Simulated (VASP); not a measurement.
Al2As4Ir, 14 atoms in the cell. The cell holds a disordered packing, 14 atoms: a = 7.601 Å, b = 6.623 Å, c = 6.363 Å, α = 79.93°, β = 82.75°, γ = 79.39°. 

| Item | Value |
| --- | --- |
| Program | VASP 6.6.1 |
| Task | single point |
| Functional | PBE |
| Potentials or basis | VASP PAW PBE potentials, release 64 (Ir, Al, As) |
| Cutoff | 520 eV |
| k mesh | 2 × 3 × 3 |
| Occupations | methfessel-paxton, width 0.15 eV |
| Spin | no spin polarisation |
| Dipole correction | no |
| Further INCAR settings | ALGO = Normal; EDIFF = 1e-06; NBANDS = 48 |

Potentials or basis: VASP PAW PBE potentials, release 64 (Ir, Al, As).

The run is started by

```sh
$ cat potpaw_PBE.64/Ir/POTCAR potpaw_PBE.64/Al/POTCAR potpaw_PBE.64/As/POTCAR > POTCAR
$ mpirun -np 1 vasp_std > vasp.out
```

Hardware: 1 thread of AMD EPYC 7R13 Processor (Zen 3), with other jobs on the host.

Problem. How long does it take, and how much memory?

Solution. Run time: 2.9 min on 1 thread of AMD EPYC 7R13 Processor (Zen 3), on a shared host, peak memory 0.4 GiB. Counts: scf iterations 16, k points 10.
